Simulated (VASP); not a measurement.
## Ag: single point with PBEsol

Ag:

```
CELL_PARAMETERS angstrom
2.93000 0.00000 0.00000
-1.46500 2.53745 0.00000
0.00000 0.00000 4.43075
ATOMIC_POSITIONS crystal
Ag 0.33333 0.66667 0.25000
Ag 0.66667 0.33333 0.75000
```

This cell differs from its parent crystal: strain -0.0750 x Voigt [0, 0, 1, 0, 0, 0].

```json
{
  "Program": "VASP 6.6.1",
  "Task": "single point",
  "Functional": "PBEsol",
  "Potentials or basis": "VASP PAW PBE potentials, release 64 (Ag)",
  "Cutoff": "520 eV",
  "k mesh": "18 × 18 × 10",
  "Occupations": "gaussian, width 0.15 eV",
  "Spin": "no spin polarisation",
  "Dipole correction": "no",
  "Further INCAR settings": "ALGO = Fast; EDIFF = 1e-06; NBANDS = 18"
}
```

- Pressure: 2.2 GPa
- Band gap on the k mesh: zero (band 11 reaches 12.52 eV, above the bottom of band 12 at 5.34 eV)

Stress tensor (GPa, compression positive):
```
-0.87  0.00  0.00
 0.00 -0.87  0.00
 0.00  0.00  8.37
```

Levels at points of the mesh, in eV from the Fermi level:
| k point | band 7 | band 8 | band 9 | band 10 | band 11 | band 12 | band 13 | band 14 | band 15 | band 16 |
| --- | --- | --- | --- | --- | --- | --- | --- | --- | --- | --- |
| (0.00, 0.00, 0.00) | -4.48 | -4.47 | -4.47 | -3.07 | -3.07 | 0.09 | 4.86 | 15.13 | 17.41 | 17.41 |
| (0.50, 0.00, 0.00) | -4.02 | -3.16 | -2.93 | -2.73 | -0.17 | 1.26 | 7.52 | 7.69 | 9.85 | 10.23 |
| (0.00, 0.00, 0.50) | -4.50 | -4.50 | -3.39 | -3.39 | -3.39 | -3.39 | 13.07 | 13.07 | 15.58 | 15.58 |
| (0.50, 0.00, 0.50) | -3.17 | -3.17 | -3.01 | -3.01 | 0.58 | 0.58 | 4.62 | 4.62 | 13.33 | 13.33 |

Run time: 57 s on 1 thread of AMD EPYC 9R45 96-Core Processor (Zen 5) (shared host), peak memory 0.2 GiB.

Caveat: the cell differs from its parent crystal (strain -0.0750 x Voigt [0, 0, 1, 0, 0, 0]); the PAW data sets were made with another functional, which shifts forces and pressure a little.
